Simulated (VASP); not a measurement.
# H4NF (I4/mmm) in VASP: single point with PBEsol

Aim: the single point of H4NF with PBEsol.

All numbers are computed with VASP 6.6.1; they aren't measurements. Logs are shortened: lines on timing, memory, paths and dates and some standing lists are left out, and cuts for length are marked.

### 1 The cell of the first run

Symmetry: I4/mmm, No. 139, tetragonal system. The conventional cell has a = 3.546 Å, b = 3.546 Å, c = 4.477 Å, α = 90.00°, β = 90.00°, γ = 90.00°. Within 2.3 Å of H (site symmetry 2/m) lie 2 N at 1.68 Å and 2 F at 1.68 Å and 6 H at 1.77 to 2.24 Å. N (site symmetry 4/mmm) has 8 H at 1.68 Å and 2 F at 2.24 Å within 2.3 Å. F (site symmetry 4/mmm) has 8 H at 1.68 Å and 2 N at 2.24 Å within 2.3 Å.

### 2 Single point, PBEsol

Contents of INCAR:

```
PREC     = Accurate       # precision mode
ENCUT    = 520            # plane-wave cutoff, eV
EDIFF    = 1E-7           # SCF threshold, eV
ISMEAR   = -1             # smearing method
SIGMA    = 0.03           # smearing width, eV
LREAL    = F              # projectors in reciprocal space
LASPH    = T              # aspherical terms in the spheres
NELM     = 80             # most SCF steps
ALGO     = Normal         # electronic algorithm
ISIF     = 2              # what is computed and relaxed
LWAVE    = F              # write WAVECAR
LCHARG   = F              # write CHGCAR
GGA      = PS             # functional
NBANDS   = 17             # bands
```

Contents of KPOINTS:

```
Automatic mesh
0
Gamma
  6 6 6
```

Contents of POSCAR:

```
H4NF
1.0
   -1.7731224560      1.7731224560      2.2385732793
    1.7731224560     -1.7731224560      2.2385732793
    1.7731224560      1.7731224560     -2.2385732793
H N F
4 1 1
Direct
    0.4999996497      0.9999996497      0.9999992993
    0.0000003503      0.5000003503      0.0000007007
    0.5000003503      0.4999996497      0.5000000000
    0.9999996497      0.0000003503      0.5000000000
    0.5000000000      0.5000000000      0.0000000000
    0.0000000000      0.0000000000      0.0000000000
```

Potentials or basis: VASP PAW PBE potentials, release 64 (H, N, F).

Run with:

```bash
cat potpaw_PBE.64/H/POTCAR potpaw_PBE.64/N/POTCAR potpaw_PBE.64/F/POTCAR > POTCAR
mpirun -np 1 vasp_std > vasp.out
```

OUTCAR:

```text
PREC = Accurate
   ENCUT = 520
   EDIFF = 1E-7
   ISMEAR = -1
   LREAL = F
   LASPH = T
   NELM = 80
   ISIF = 2
   GGA = PS

 ion  position               nearest neighbor table
   1  0.500  1.000  1.000-
   2  0.000  0.500  0.000-
   3  0.500  0.500  0.500-
   4  1.000  0.000  0.500-
   5  0.500  0.500  0.000-
   6  0.000  0.000  0.000-

  LATTYP: Found a body centered tetragonal cell.
 ALAT       =     3.5462449120
 C/A-ratio  =     1.2625034846

  Lattice vectors:

 A1 = (  -1.7731224560,   1.7731224560,   2.2385732793)
 A2 = (   1.7731224560,  -1.7731224560,   2.2385732793)
 A3 = (   1.7731224560,   1.7731224560,  -2.2385732793)

Analysis of symmetry for initial positions (statically):
=====================================================================
 Subroutine PRICEL returns:
 Original cell was already a primitive cell.

 Routine SETGRP: Setting up the symmetry group for a
 body centered tetragonal supercell.

 Subroutine GETGRP returns: Found 16 space group operations
 (whereof 16 operations were pure point group operations)
 out of a pool of 16 trial point group operations.

The static configuration has the point symmetry D_4h.

Analysis of symmetry for dynamics (positions and initial velocities):
=====================================================================
 Subroutine PRICEL returns:
 Original cell was already a primitive cell.

 Routine SETGRP: Setting up the symmetry group for a
 body centered tetragonal supercell.

 Subroutine GETGRP returns: Found 16 space group operations
 (whereof 16 operations were pure point group operations)
 out of a pool of 16 trial point group operations.

The dynamic configuration has the point symmetry D_4h.

 Subroutine INISYM returns: Found 16 space group operations
 (whereof 16 operations are pure point group operations),
 and found     1 'primitive' translations

----------------------------------------------------------------------------------------

                                     Primitive cell

  volume of cell :      28.1520

  direct lattice vectors                    reciprocal lattice vectors
    -1.773122456  1.773122456  2.238573279     0.000000000  0.281988420  0.223356548
     1.773122456 -1.773122456  2.238573279     0.281988420  0.000000000  0.223356548
     1.773122456  1.773122456 -2.238573279     0.281988420  0.281988420  0.000000000

  length of vectors
     3.361418869  3.361418869  3.361418869     0.359729922  0.359729922  0.398791848

  position of ions in fractional coordinates (direct lattice)
     0.499999650  0.999999650  0.999999299
     0.000000350  0.500000350  0.000000701
     0.500000350  0.499999650  0.500000000
     0.999999650  0.000000350  0.500000000
     0.500000000  0.500000000  0.000000000
     0.000000000  0.000000000  0.000000000

  ion indices of the primitive-cell ions
   primitive index   ion index
                 1           1
                 2           2
                 3           3
                 4           4
                 5           5
                 6           6

----------------------------------------------------------------------------------------

 KPOINTS: Automatic mesh

Automatic generation of k-mesh.
 Grid dimensions read from file:
 generate k-points for:    6    6    6

 Generating k-lattice:

  Cartesian coordinates                     Fractional coordinates (reciprocal lattice)
     0.000000000  0.046998070  0.037226091     0.166666667  0.000000000  0.000000000
     0.046998070  0.000000000  0.037226091     0.000000000  0.166666667  0.000000000
     0.046998070  0.046998070  0.000000000     0.000000000  0.000000000  0.166666667

  Length of vectors
     0.059954987  0.059954987  0.066465308

  Shift w.r.t. Gamma in fractional coordinates (k-lattice)
     0.000000000  0.000000000  0.000000000

 Subroutine IBZKPT returns following result:
 ===========================================

 Found     30 irreducible k-points:

 Following reciprocal coordinates:
            Coordinates               Weight
  0.000000  0.000000  0.000000      1.000000
  0.166667 -0.000000  0.000000      8.000000
  0.333333  0.000000 -0.000000      8.000000
  0.500000  0.000000 -0.000000      4.000000
  0.166667  0.166667  0.000000      8.000000
  0.333333  0.166667 -0.000000     16.000000
[... 16 lines left out ...]
 -0.333333 -0.333333  0.166667      8.000000
 -0.166667 -0.333333  0.166667      8.000000
 [... further k-points ...]
   k-points           NKPTS =     30   k-points in BZ     NKDIM =     30   number of bands    NBANDS=     17
   number of dos      NEDOS =    301   number of ions     NIONS =      6
   total plane-waves  NPLWV =  21952
   dimension x,y,z NGX =    28 NGY =   28 NGZ =   28
   dimension x,y,z NGXF=    56 NGYF=   56 NGZF=   56
   ions per type =               4   1   1
   NGX,Y,Z   is equivalent  to a cutoff of  13.85, 13.85, 13.85 a.u.
   NGXF,Y,Z  is equivalent  to a cutoff of  27.70, 27.70, 27.70 a.u.
 SYSTEM =  unknown system
   PREC   = accura    normal or accurate (medium, high low for compatibility)
   ISTART =      0    job   : 0-new  1-cont  2-samecut
   ICHARG =      2    charge: 1-file 2-atom 10-const
   ISPIN  =      1    spin polarized calculation?
   LNONCOLLINEAR =      F non collinear calculations
   LSORBIT =      F    spin-orbit coupling
   LASPH  =      T    aspherical Exc in radial PAW
   ENCUT  =  520.0 eV  38.22 Ry    6.18 a.u.   6.25  6.25  6.25*2*pi/ulx,y,z
   NELM   =     80;   NELMIN=  2; NELMDL= -5     # of ELM steps
   EDIFF  = 0.1E-06   stopping-criterion for ELM
   LREAL  =      F    real-space projection
   EDIFFG = 0.1E-05   stopping-criterion for IOM
   NSW    =      0    number of steps for IOM
   IBRION =     -1    ionic relax: 0-MD 1-quasi-New 2-CG
   NFREE  =      0    steps in history (QN), initial steepest desc. (CG)
   ISIF   =      2    stress and relaxation
   ISYM   =      2    0-nonsym 1-usesym 2-fastsym
   POTIM  = 0.5000    time-step for ionic-motion
   TEBEG  =    0.0;   TEEND  =   0.0 temperature during run
   PSTRESS=    0.0 pullay stress
   NELECT =      16.0000    total number of electrons
   NUPDOWN=      -1.0000    fix difference up-down
   EMIN   =  10.00;   EMAX   =-10.00  energy-range for DOS
   EFERMI =   0.00;   METHOD = LEGACY
   ISMEAR =    -1;   SIGMA  =   0.03  broadening in eV -4-tet -1-fermi 0-gaus
   EFERMI_NEDOS =   21; number of points for ismear=-14 and -15
   IALGO  =     38    algorithm
   IMIX   =      4    mixing-type and parameters
     AMIX     =   0.40;   BMIX     =  1.00
     AMIX_MAG =   1.60;   BMIX_MAG =  1.00
  volume/ion in A,a.u.               =       4.69        31.66
  Fermi-wavevector in a.u.,A,eV,Ry     =   1.356059  2.562580 25.019697  1.838896
  Thomas-Fermi vector in A             =   2.483094
   LORBIT       =      0    0 simple, 1 ext, 2 COOP (PROOUT), +10 PAW based schemes
   GGA     = PS    functional components
   LHFCALC =     F    Hartree Fock is set to
   AEXX    =    0.0000 exact exchange contribution
   IVDW    =     0    specifies the selected vdW correction
   LEPSILON=     F    determine dielectric tensor
   LRPA    =     F    only Hartree local field effects (RPA)
 non-spin polarized calculation
  energy-cutoff  :      520.00
  volume of cell :       28.15
 maximum number of plane-waves:       778
 NGX is ok and might be reduce to    28
   NGX = 13   NGY = 13   NGZ = 13

 number of electron      16.0000002 magnetization

 Free energy of the ion-electron system (eV)
  ---------------------------------------------------
  ext. energy  EPLUGINS =         0.00000000
  ---------------------------------------------------
  free energy    TOTEN  =       -18.79280363 eV

  energy without entropy =      -18.79107340  energy(sigma->0) =      -18.79193851

 E-fermi :   2.5877     XC(G=0): -11.4776

 val. band max:        2.5827893769   @ k =  -0.3333   0.3333   0.0000
 cond. band min:       2.6509861040   @ k =   0.5000   0.5000  -0.0000
 fundamental gap:      0.0681967271
 Fermi energy:         2.5876717507

 k-point     1 :       0.0000    0.0000    0.0000
  band No.  band energies     occupation
      1     -21.3298      2.00000
      2     -11.2811      2.00000
      3      -3.2752      2.00000
      4      -2.0874      2.00000
      5      -2.0874      2.00000
      6       2.2672      1.99995
[... 9 lines left out ...]
     16      24.9849      0.00000
     17      24.9849      0.00000

 k-point     2 :       0.1667   -0.0000    0.0000
  band No.  band energies     occupation
      1     -21.2063      2.00000
      2     -11.3736      2.00000
      3      -3.4030      2.00000
      4      -2.3711      2.00000
      5      -2.2681      2.00000
      6       0.1933      2.00000
[... 9 lines left out ...]
     16      24.4277      0.00000
     17      25.4821      0.00000

 k-point     3 :       0.3333    0.0000   -0.0000
  band No.  band energies     occupation
      1     -20.9437      2.00000
      2     -11.5904      2.00000
      3      -3.6623      2.00000
      4      -2.8067      2.00000
      5      -2.3949      2.00000
      6      -1.7956      2.00000
[... 9 lines left out ...]
     16      23.2521      0.00000
     17      26.7616      0.00000

 k-point     4 :       0.5000    0.0000   -0.0000
  band No.  band energies     occupation
      1     -20.8037      2.00000
      2     -11.7173      2.00000
      3      -3.6938      2.00000
      4      -2.9784      2.00000
      5      -2.7121      2.00000
      6      -2.3036      2.00000
[... 9 lines left out ...]
     16      22.9018      0.00000
     17      26.0329      0.00000
[... 343 lines left out ...]
      1     -20.7407      2.00000
      2     -11.4218      2.00000
      3      -5.2174      2.00000
      4      -3.8607      2.00000
      5      -3.6365      2.00000
      6      -0.6580      2.00000
[... 9 lines left out ...]
     16      24.6697      0.00000
     17      25.4437      0.00000

 k-point    23 :      -0.3333   -0.3333    0.1667
  band No.  band energies     occupation
      1     -20.7203      2.00000
      2     -11.2626      2.00000
      3      -5.2539      2.00000
      4      -5.0973      2.00000
      5      -3.4585      2.00000
      6      -0.2962      2.00000
[... 9 lines left out ...]
     16      23.8170      0.00000
     17      25.5887      0.00000

 k-point    24 :      -0.1667   -0.3333    0.1667
  band No.  band energies     occupation
      1     -20.8895      2.00000
      2     -11.5442      2.00000
      3      -3.9966      2.00000
      4      -3.7860      2.00000
      5      -3.1424      2.00000
      6      -0.8838      2.00000
[... 9 lines left out ...]
     16      24.6934      0.00000
     17      24.9121      0.00000

 [... further k-points ...]

------------------------ aborting loop because EDIFF is reached ----------------------------------------

  FORCE on cell =-STRESS in cart. coord.  units (eV):
  Direction    XX          YY          ZZ          XY          YZ          ZX
  --------------------------------------------------------------------------------------
  -------------------------------------------------------------------------------------
  Total       -0.0883205     -0.0883205     -0.0884966      0.0000000      0.0000000      0.0000000
  in kB       -5.0264746     -5.0264746     -5.0364978      0.0000000      0.0000000      0.0000000
  external PRESSURE =      -5.0298157 kB  Pullay stress =       0.0000000 kB

 VOLUME and BASIS-vectors are now :
 -----------------------------------------------------------------------------
  energy-cutoff  :      520.00
  volume of cell :       28.15
      direct lattice vectors                 reciprocal lattice vectors
    -1.773122456  1.773122456  2.238573279     0.000000000  0.281988420  0.223356548
     1.773122456 -1.773122456  2.238573279     0.281988420  0.000000000  0.223356548
     1.773122456  1.773122456 -2.238573279     0.281988420  0.281988420  0.000000000

 POSITION                                       TOTAL-FORCE (eV/Angst)
 -----------------------------------------------------------------------------------
      2.65968      0.88656      1.11929         0.000000     -0.000000      0.000000
      0.88656     -0.88656      1.11929        -0.000000     -0.000000     -0.000000
      0.88656      0.88656      1.11929        -0.000000      0.000000      0.000000
     -0.88656      2.65968      1.11929        -0.000000      0.000000      0.000000
      0.00000      0.00000      2.23857        -0.000000      0.000000     -0.000000
      0.00000      0.00000      0.00000        -0.000000      0.000000     -0.000000
 -----------------------------------------------------------------------------------
    total drift:                               -0.000000      0.000000      0.000000

  FREE ENERGIE OF THE ION-ELECTRON SYSTEM (eV)
  ---------------------------------------------------
  free  energy   TOTEN  =       -18.7928036313 eV

  energy  without entropy=      -18.7910733972  energy(sigma->0) =      -18.79193851
```

Run time: 25 s. Hardware: 1 thread of Intel Xeon 8259CL, shared host; peak memory 0.15 GiB.

Results:

```yaml
Free_energy: -18.7928 eV
Pressure: -0.5 GPa
Band_gap_on_the_k_mesh: zero (bands 8 and 9 overlap by 0.53 eV)
```

Caveat: the k points lie up to 0.38 Å⁻¹ apart, too coarse for converged energies and pressures of a metal; the PAW data sets were made with another functional, which shifts forces and pressure a little.
